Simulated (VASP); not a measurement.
# Mo (I4/mmm) in VASP: notebook

The runs below take Mo through single point, with r2SCAN.

Everything below comes from runs of VASP 6.6.1. Logs are shortened: lines on timing, memory, paths and dates and some standing lists are left out, and cuts for length are marked.

## (1) The cell of the first run

Symmetry: I4/mmm, No. 139, tetragonal system. Conventional cell: a = 3.189 Å, b = 3.189 Å, c = 3.048 Å, α = 90.00°, β = 90.00°, γ = 90.00°. Mo (site symmetry 4/mmm) has 14 Mo at 2.72 to 3.19 Å within 3.6 Å.

## (2) Single point, r2SCAN (strain +0.015 along x and y, -0.030 along z)

The input, POSCAR:

```
Mo
1.0
   -1.5945650000      1.5945650000      1.5238700000
    1.5945650000     -1.5945650000      1.5238700000
    1.5945650000      1.5945650000     -1.5238700000
Mo
1
Direct
    0.0000000000      0.0000000000      0.0000000000
```

The input, INCAR.step1:

```
SYSTEM = Mo
PREC     = Accurate       ! precision mode
ENCUT    = 520            ! plane-wave cutoff, eV
ISMEAR   = 0              ! smearing method
SIGMA    = 0.15           ! smearing width, eV
LREAL    = .False.        ! projectors in reciprocal space
LASPH    = .True.         ! aspherical terms in the spheres
NELM     = 80             ! most SCF steps
NBANDS   = 13             ! bands
GGA      = PE             ! functional
ALGO     = Normal         ! electronic algorithm
EDIFF    = 1E-4           ! SCF threshold, eV
LWAVE    = .True.         ! write WAVECAR
LCHARG   = .False.        ! write CHGCAR
```

The input, INCAR.step2:

```
SYSTEM = Mo
PREC     = Accurate       ! precision mode
ENCUT    = 520            ! plane-wave cutoff, eV
EDIFF    = 1E-6           ! SCF threshold, eV
ISMEAR   = 0              ! smearing method
SIGMA    = 0.15           ! smearing width, eV
LREAL    = .False.        ! projectors in reciprocal space
LASPH    = .True.         ! aspherical terms in the spheres
NELM     = 80             ! most SCF steps
ALGO     = Normal         ! electronic algorithm
ISIF     = 2              ! what is computed and relaxed
LWAVE    = .False.        ! write WAVECAR
LCHARG   = .False.        ! write CHGCAR
METAGGA  = R2SCAN         ! meta-GGA
LMIXTAU  = .True.       
NBANDS   = 13             ! bands
ISTART   = 1
```

The input, KPOINTS:

```
regular mesh
0
Gamma
  22 22 22
  0 0 0
```

Potentials or basis: VASP PAW PBE potentials, release 64 (Mo_sv).

Command:

```bash
$ cat potpaw_PBE.64/Mo_sv/POTCAR > POTCAR
$ cp INCAR.step1 INCAR
$ mpirun -np 1 vasp_std > vasp.out
$ cp INCAR.step2 INCAR
$ mpirun -np 1 vasp_std > vasp.out
```

OUTCAR:

```text
SYSTEM = Mo
   PREC = Accurate
   ENCUT = 520
   EDIFF = 1E-6
   ISMEAR = 0
   LREAL = .False.
   LASPH = .True.
   NELM = 80
   ISIF = 2
   METAGGA = R2SCAN
   ISTART = 1

 ion  position               nearest neighbor table
   1  0.000  0.000  0.000-

  LATTYP: Found a body centered tetragonal cell.
 ALAT       =     3.1891300000
 C/A-ratio  =     0.9556650246

  Lattice vectors:

 A1 = (  -1.5945650000,   1.5945650000,   1.5238700000)
 A2 = (   1.5945650000,  -1.5945650000,   1.5238700000)
 A3 = (   1.5945650000,   1.5945650000,  -1.5238700000)

Analysis of symmetry for initial positions (statically):
=====================================================================
 Subroutine PRICEL returns:
 Original cell was already a primitive cell.

 Routine SETGRP: Setting up the symmetry group for a
 body centered tetragonal supercell.

 Subroutine GETGRP returns: Found 16 space group operations
 (whereof 16 operations were pure point group operations)
 out of a pool of 16 trial point group operations.

The static configuration has the point symmetry D_4h.

Analysis of symmetry for dynamics (positions and initial velocities):
=====================================================================
 Subroutine PRICEL returns:
 Original cell was already a primitive cell.

 Routine SETGRP: Setting up the symmetry group for a
 body centered tetragonal supercell.

 Subroutine GETGRP returns: Found 16 space group operations
 (whereof 16 operations were pure point group operations)
 out of a pool of 16 trial point group operations.

The dynamic configuration has the point symmetry D_4h.

 Subroutine INISYM returns: Found 16 space group operations
 (whereof 16 operations are pure point group operations),
 and found     1 'primitive' translations

----------------------------------------------------------------------------------------

                                     Primitive cell

  volume of cell :      15.4986

  direct lattice vectors                    reciprocal lattice vectors
    -1.594565000  1.594565000  1.523870000     0.000000000  0.313565142  0.328111978
     1.594565000 -1.594565000  1.523870000     0.313565142  0.000000000  0.328111978
     1.594565000  1.594565000 -1.523870000     0.313565142  0.313565142  0.000000000

  length of vectors
     2.721663986  2.721663986  2.721663986     0.453850821  0.453850821  0.443448076

  position of ions in fractional coordinates (direct lattice)
     0.000000000  0.000000000  0.000000000

  ion indices of the primitive-cell ions
   primitive index   ion index
                 1           1

----------------------------------------------------------------------------------------

 KPOINTS: regular mesh

Automatic generation of k-mesh.
 Grid dimensions read from file:
 generate k-points for:   22   22   22

 Generating k-lattice:

  Cartesian coordinates                     Fractional coordinates (reciprocal lattice)
     0.000000000  0.014252961  0.014914181     0.045454545 -0.000000000  0.000000000
     0.014252961  0.000000000  0.014914181    -0.000000000  0.045454545  0.000000000
     0.014252961  0.014252961  0.000000000     0.000000000  0.000000000  0.045454545

  Length of vectors
     0.020629583  0.020629583  0.020156731

  Shift w.r.t. Gamma in fractional coordinates (k-lattice)
     0.000000000  0.000000000  0.000000000

 Subroutine IBZKPT returns following result:
 ===========================================

 Found    834 irreducible k-points:

 Following reciprocal coordinates:
            Coordinates               Weight
  0.000000  0.000000  0.000000      1.000000
  0.045455 -0.000000  0.000000      8.000000
  0.090909 -0.000000  0.000000      8.000000
  0.136364  0.000000 -0.000000      8.000000
  0.181818  0.000000  0.000000      8.000000
  0.227273 -0.000000  0.000000      8.000000
[... 16 lines left out ...]
  0.500000  0.045455  0.000000     16.000000
 -0.454545  0.045455 -0.000000     16.000000
 [... further k-points ...]
   k-points           NKPTS =    834   k-points in BZ     NKDIM =    834   number of bands    NBANDS=     13
   number of dos      NEDOS =    301   number of ions     NIONS =      1
   total plane-waves  NPLWV =   8000
   dimension x,y,z NGX =    20 NGY =   20 NGZ =   20
   dimension x,y,z NGXF=    40 NGYF=   40 NGZF=   40
   ions per type =               1
   NGX,Y,Z   is equivalent  to a cutoff of  12.22, 12.22, 12.22 a.u.
   NGXF,Y,Z  is equivalent  to a cutoff of  24.43, 24.43, 24.43 a.u.
 SYSTEM =  Mo
   PREC   = accura    normal or accurate (medium, high low for compatibility)
   ISTART =      1    job   : 0-new  1-cont  2-samecut
   ICHARG =      0    charge: 1-file 2-atom 10-const
   ISPIN  =      1    spin polarized calculation?
   LNONCOLLINEAR =      F non collinear calculations
   LSORBIT =      F    spin-orbit coupling
   LASPH  =      T    aspherical Exc in radial PAW
   ENCUT  =  520.0 eV  38.22 Ry    6.18 a.u.   5.06  5.06  5.06*2*pi/ulx,y,z
   NELM   =     80;   NELMIN=  2; NELMDL=  0     # of ELM steps
   EDIFF  = 0.1E-05   stopping-criterion for ELM
   LREAL  =      F    real-space projection
   EDIFFG = 0.1E-04   stopping-criterion for IOM
   NSW    =      0    number of steps for IOM
   IBRION =     -1    ionic relax: 0-MD 1-quasi-New 2-CG
   NFREE  =      0    steps in history (QN), initial steepest desc. (CG)
   ISIF   =      2    stress and relaxation
   ISYM   =      2    0-nonsym 1-usesym 2-fastsym
   POTIM  = 0.5000    time-step for ionic-motion
   TEBEG  =    0.0;   TEEND  =   0.0 temperature during run
   PSTRESS=    0.0 pullay stress
   NELECT =      14.0000    total number of electrons
   NUPDOWN=      -1.0000    fix difference up-down
   EMIN   =  10.00;   EMAX   =-10.00  energy-range for DOS
   EFERMI =   0.00;   METHOD = LEGACY
   ISMEAR =     0;   SIGMA  =   0.15  broadening in eV -4-tet -1-fermi 0-gaus
   EFERMI_NEDOS =   21; number of points for ismear=-14 and -15
   IALGO  =     38    algorithm
   IMIX   =      4    mixing-type and parameters
     AMIX     =   0.40;   BMIX     =  1.00
     AMIX_MAG =   1.60;   BMIX_MAG =  1.00
  volume/ion in A,a.u.               =      15.50       104.59
  Fermi-wavevector in a.u.,A,eV,Ry     =   1.582535  2.990558 34.074672  2.504418
  Thomas-Fermi vector in A             =   2.682444
   LORBIT       =      0    0 simple, 1 ext, 2 COOP (PROOUT), +10 PAW based schemes
   METAGGA = R2SCAN    functional components
   LHFCALC =     F    Hartree Fock is set to
   AEXX    =    0.0000 exact exchange contribution
   IVDW    =     0    specifies the selected vdW correction
   LEPSILON=     F    determine dielectric tensor
   LRPA    =     F    only Hartree local field effects (RPA)
 non-spin polarized calculation
 Gauss-broadening in eV      SIGMA  =   0.15
  energy-cutoff  :      520.00
  volume of cell :       15.50
 maximum number of plane-waves:       432
   NGX = 11   NGY = 11   NGZ = 11

 number of electron      14.0000000 magnetization

 Free energy of the ion-electron system (eV)
  ---------------------------------------------------
  ext. energy  EPLUGINS =         0.00000000
  ---------------------------------------------------
  free energy    TOTEN  =       -26.05605602 eV

  energy without entropy =      -26.04944484  energy(sigma->0) =      -26.05275043

 E-fermi :  12.6939     XC(G=0): -14.6901

 val. band max:       12.6888988640   @ k =  -0.4545   0.5000   0.2727
 cond. band min:      12.6972753230   @ k =  -0.1818  -0.1818   0.1364
 fundamental gap:      0.0083764591
 Fermi energy:        12.6939309958

 k-point     1 :       0.0000    0.0000    0.0000
  band No.  band energies     occupation
      1     -50.5339      2.00000
      2     -22.9910      2.00000
      3     -22.9910      2.00000
      4     -22.9709      2.00000
      5       5.0001      2.00000
      6      10.8815      2.00000
      7      11.4649      2.00000
      8      11.4649      2.00000
      9      14.2185      0.00000
     10      14.9667      0.00000
     11      27.9015      0.00000
     12      27.9015      0.00000
     13      28.8740      0.00000

 k-point     2 :       0.0455   -0.0000    0.0000
  band No.  band energies     occupation
      1     -50.5278      2.00000
      2     -23.0170      2.00000
      3     -23.0016      2.00000
      4     -22.9793      2.00000
      5       5.0998      2.00000
      6      10.8949      2.00000
      7      11.4497      2.00000
      8      11.4829      2.00000
      9      14.2072      0.00000
     10      14.8969      0.00000
     11      28.0518      0.00000
     12      28.0718      0.00000
     13      28.9864      0.00000

 k-point     3 :       0.0909   -0.0000    0.0000
  band No.  band energies     occupation
      1     -50.5099      2.00000
      2     -23.1126      2.00000
      3     -23.0324      2.00000
      4     -22.9837      2.00000
      5       5.3892      2.00000
      6      10.8435      2.00000
      7      11.3944      2.00000
      8      11.6356      2.00000
      9      14.1698      0.00000
     10      14.7435      0.00000
     11      28.4177      0.00000
     12      28.5717      0.00000
     13      29.3090      0.00000
[... 305 lines left out ...]
 k-point    23 :       0.5000    0.0455    0.0000
  band No.  band energies     occupation
      1     -50.2253      2.00000
      2     -24.5080      2.00000
      3     -23.5001      2.00000
      4     -23.0327      2.00000
      5       7.0943      2.00000
      6       8.9102      2.00000
      7      14.0055      0.00000
      8      14.6721      0.00000
      9      15.7380      0.00000
     10      17.8222      0.00000
     11      25.1503      0.00000
     12      25.4507      0.00000
     13      30.6720      0.00000

 k-point    24 :      -0.4545    0.0455   -0.0000
  band No.  band energies     occupation
      1     -50.2381      2.00000
      2     -24.4500      2.00000
      3     -23.4803      2.00000
      4     -23.0300      2.00000
      5       7.1724      2.00000
      6       8.9859      2.00000
      7      13.5354      0.00000
      8      14.6776      0.00000
      9      15.5518      0.00000
     10      17.3989      0.00000
     11      25.4237      0.00000
     12      26.0500      0.00000
     13      31.2861      0.00000

 [... further k-points ...]
[... 5 lines left out ...]
  --------------------------------------------------------------------------------------
  -------------------------------------------------------------------------------------
  Total       -0.1151919     -0.1151919      1.3785499      0.0000000     -0.0000000     -0.0000000
  in kB      -11.9080399    -11.9080399    142.5084800      0.0000000     -0.0000000     -0.0000000
  external PRESSURE =      39.5641334 kB  Pullay stress =       0.0000000 kB

 VOLUME and BASIS-vectors are now :
 -----------------------------------------------------------------------------
  energy-cutoff  :      520.00
  volume of cell :       15.50
      direct lattice vectors                 reciprocal lattice vectors
    -1.594565000  1.594565000  1.523870000     0.000000000  0.313565142  0.328111978
     1.594565000 -1.594565000  1.523870000     0.313565142  0.000000000  0.328111978
     1.594565000  1.594565000 -1.523870000     0.313565142  0.313565142  0.000000000

 POSITION                                       TOTAL-FORCE (eV/Angst)
 -----------------------------------------------------------------------------------
      0.00000      0.00000      0.00000        -0.000000      0.000000      0.000000
 -----------------------------------------------------------------------------------
    total drift:                                0.000000     -0.000000      0.000000

  FREE ENERGIE OF THE ION-ELECTRON SYSTEM (eV)
  ---------------------------------------------------
  free  energy   TOTEN  =       -26.0560560234 eV

  energy  without entropy=      -26.0494448383  energy(sigma->0) =      -26.05275043
```

It took 4.7 min on 1 thread of Intel Xeon Platinum 8375C at 2.90GHz (Ice Lake), shared host; peak memory 0.26 GiB.

What came out:

```yaml
Free_energy: -26.0561 eV
Pressure: 4.0 GPa
Band_gap_on_the_k_mesh: zero (band 7 reaches 16.84 eV, above the bottom of band 8 at 11.31 eV)
```

Stress tensor (GPa, compression positive):
```
-1.19  0.00  0.00
 0.00 -1.19  0.00
 0.00  0.00 14.25
```

Caveat: the cell differs from its parent crystal (strain +0.015 along x and y, -0.030 along z); the PAW data sets were made with another functional, which shifts forces and pressure a little.

## (3) Single point, r2SCAN (strain +0.000 along x and y, +0.015 along z)

The input, POSCAR:

```
Mo
1.0
   -1.5710000000      1.5710000000      1.5945650000
    1.5710000000     -1.5710000000      1.5945650000
    1.5710000000      1.5710000000     -1.5945650000
Mo
1
Direct
    0.0000000000      0.0000000000      0.0000000000
```

The input, INCAR.step1:

```
ALGO     = Normal         # electronic algorithm
EDIFF    = 1E-4           # SCF threshold, eV
ENCUT    = 520            # plane-wave cutoff, eV
GGA      = PE             # functional
ISMEAR   = 0              # smearing method
LASPH    = True           # aspherical terms in the spheres
LCHARG   = False          # write CHGCAR
LREAL    = False          # projectors in reciprocal space
LWAVE    = True           # write WAVECAR
NBANDS   = 13             # bands
NELM     = 80             # most SCF steps
PREC     = Accurate       # precision mode
SIGMA    = 0.15           # smearing width, eV
```

The input, INCAR.step2:

```
ALGO     = Normal         # electronic algorithm
EDIFF    = 1E-6           # SCF threshold, eV
ENCUT    = 520            # plane-wave cutoff, eV
ISIF     = 2              # what is computed and relaxed
ISMEAR   = 0              # smearing method
ISTART   = 1            
LASPH    = True           # aspherical terms in the spheres
LCHARG   = False          # write CHGCAR
LMIXTAU  = True         
LREAL    = False          # projectors in reciprocal space
LWAVE    = False          # write WAVECAR
METAGGA  = R2SCAN         # meta-GGA
NBANDS   = 13             # bands
NELM     = 80             # most SCF steps
PREC     = Accurate       # precision mode
SIGMA    = 0.15           # smearing width, eV
```

The input, KPOINTS:

```
k-points
0
Gamma
  22 22 22
```

Potentials or basis: VASP PAW PBE potentials, release 64 (Mo_sv).

Command:

```bash
$ cat potpaw_PBE.64/Mo_sv/POTCAR > POTCAR
$ cp INCAR.step1 INCAR
$ mpirun -np 1 vasp_std > vasp.out
$ cp INCAR.step2 INCAR
$ mpirun -np 1 vasp_std > vasp.out
```

It took 4.5 min on 1 thread of Intel Xeon Platinum 8375C at 2.90GHz (Ice Lake), shared host; peak memory 0.26 GiB.

Results (log left out):

```
Free energy            : -26.0786 eV
Pressure               : -0.6 GPa
Band gap on the k mesh : zero (band 7 reaches 16.50 eV, above the bottom of band 8 at 11.13 eV)
```

Stress tensor (GPa, compression positive):
```
 1.01  0.00  0.00
 0.00  1.01  0.00
 0.00  0.00 -3.73
```

Levels at points of the mesh, in eV from the Fermi level:
```csv
k point,band 5,band 6,band 7,band 8,band 9,band 10
"(0.00, 0.00, 0.00)",-7.63,-1.46,-1.46,-1.28,1.79,2.02
"(0.50, 0.00, 0.00)",-5.54,-3.48,1.52,1.79,2.56,4.87
"(0.50, 0.50, 0.00)",-5.56,-3.67,1.64,2.03,2.65,4.91
"(0.50, 0.50, 0.50)",-5.60,-5.56,4.08,4.12,4.12,9.15
```

Caveat: the cell differs from its parent crystal (strain +0.000 along x and y, +0.015 along z); the PAW data sets were made with another functional, which shifts forces and pressure a little.

(Continued in part 2 of 2.)
